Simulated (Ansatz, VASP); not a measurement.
## Two plane-wave programs on GaC4

```xyz
5
Lattice="3.4801 0.0000 0.0000 0.0000 3.4801 0.0000 0.0000 0.0000 3.4801" Properties=species:S:1:pos:R:3 pbc="T T T"
Ga    0.0000    0.0000    0.0000
C     0.0000    1.7401    1.7401
C     1.7401    0.0000    1.7401
C     1.7401    1.7401    0.0000
C     1.7401    1.7401    1.7401
```

Alike in both runs: functional PBE; k mesh 6 × 6 × 6; occupations gaussian, width 0.1 eV; no spin polarisation.

Ansatz relaxed the structure, and its values are those at the end. VASP's run is a single point on that final structure, the one shown.

```csv
,VASP,Ansatz
version,VASP 6.6.1,Ansatz 0.2.0
potentials or method,"VASP PAW PBE potentials, release 64 (Ga_d, C), cutoff 520 eV","scalar-relativistic, plane waves, PAW"
valence electrons in the cell,29,29
```

Ansatz gave:

- gap on the k mesh at the Fermi level (eV): none
- pressure (GPa): 0.0

What did VASP give for the same quantities?

gap on the k mesh at the Fermi level (eV): none; pressure (GPa): 0.2.

A gap of «none» marks a metal or a gap that the smearing closes.
